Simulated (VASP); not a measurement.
Write the native input for VASP 6.6.1 that does the following.

```
Task                   : single point
Functional             : r2SCAN
Potentials or basis    : VASP PAW PBE potentials, release 64 (Ga_d, N)
Cutoff                 : 520 eV
k mesh                 : 10 × 10 × 10
Occupations            : gaussian, width 0.05 eV
Spin                   : no spin polarisation
Dipole correction      : no
Further INCAR settings : ALGO = Normal; EDIFF = 1e-06; NBANDS = 16
```

Crystal: GaN.

```xyz
2
Lattice="0.0000 2.4338 2.4338 2.4338 0.0000 2.4338 2.4338 2.4338 0.0000" Properties=species:S:1:pos:R:3 pbc="T T T"
Ga    0.0000    0.0000    0.0000
N     3.6507    3.6507    3.6507
```

This cell differs from its parent crystal: strain +0.080 along x and y, +0.080 along z.

The input as run:

POSCAR

```
GaN
1.0
    0.0000000000      2.4337806561      2.4337806561
    2.4337806561      0.0000000000      2.4337806561
    2.4337806561      2.4337806561      0.0000000000
Ga N
1 1
Direct
    0.0000000000      0.0000000000      0.0000000000
    0.7500000000      0.7500000000      0.7500000000
```

INCAR.step1

```
SYSTEM = GaN
PREC     = Accurate       ! precision mode
ENCUT    = 520            ! plane-wave cutoff, eV
ISMEAR   = 0              ! smearing method
SIGMA    = 0.05           ! smearing width, eV
LREAL    = .False.        ! projectors in reciprocal space
LASPH    = .True.         ! aspherical terms in the spheres
NELM     = 80             ! most SCF steps
NBANDS   = 16             ! bands
GGA      = PE             ! functional
ALGO     = Normal         ! electronic algorithm
EDIFF    = 1E-4           ! SCF threshold, eV
LWAVE    = .True.         ! write WAVECAR
LCHARG   = .False.        ! write CHGCAR
```

INCAR.step2

```
SYSTEM = GaN
PREC     = Accurate       ! precision mode
ENCUT    = 520            ! plane-wave cutoff, eV
EDIFF    = 1E-6           ! SCF threshold, eV
ISMEAR   = 0              ! smearing method
SIGMA    = 0.05           ! smearing width, eV
LREAL    = .False.        ! projectors in reciprocal space
LASPH    = .True.         ! aspherical terms in the spheres
NELM     = 80             ! most SCF steps
ALGO     = Normal         ! electronic algorithm
ISIF     = 2              ! what is computed and relaxed
LWAVE    = .False.        ! write WAVECAR
LCHARG   = .False.        ! write CHGCAR
METAGGA  = R2SCAN         ! meta-GGA
LMIXTAU  = .True.       
NBANDS   = 16             ! bands
ISTART   = 1
```

KPOINTS

```
regular mesh
0
Gamma
  10 10 10
  0 0 0
```

Potentials or basis: VASP PAW PBE potentials, release 64 (Ga_d, N).

The run is started by

```bash
$ cat potpaw_PBE.64/Ga_d/POTCAR potpaw_PBE.64/N/POTCAR > POTCAR
$ cp INCAR.step1 INCAR
$ mpirun -np 1 vasp_std > vasp.out
$ cp INCAR.step2 INCAR
$ mpirun -np 1 vasp_std > vasp.out
```

It gave:

```json
{
 "Pressure": "-27.1 GPa",
 "Band gap on the k mesh": "0.60 eV"
}
```

Caveat: the cell differs from its parent crystal (strain +0.080 along x and y, +0.080 along z); the cell stands under tension; semilocal functionals underestimate gaps, and a narrow one can read as zero; the PAW data sets were made with another functional, which shifts forces and pressure a little.

It took 49 s on 1 thread of Intel(R) Xeon(R) 6975P-C (Granite Rapids), with other jobs on the host, peak memory 0.17 GiB.
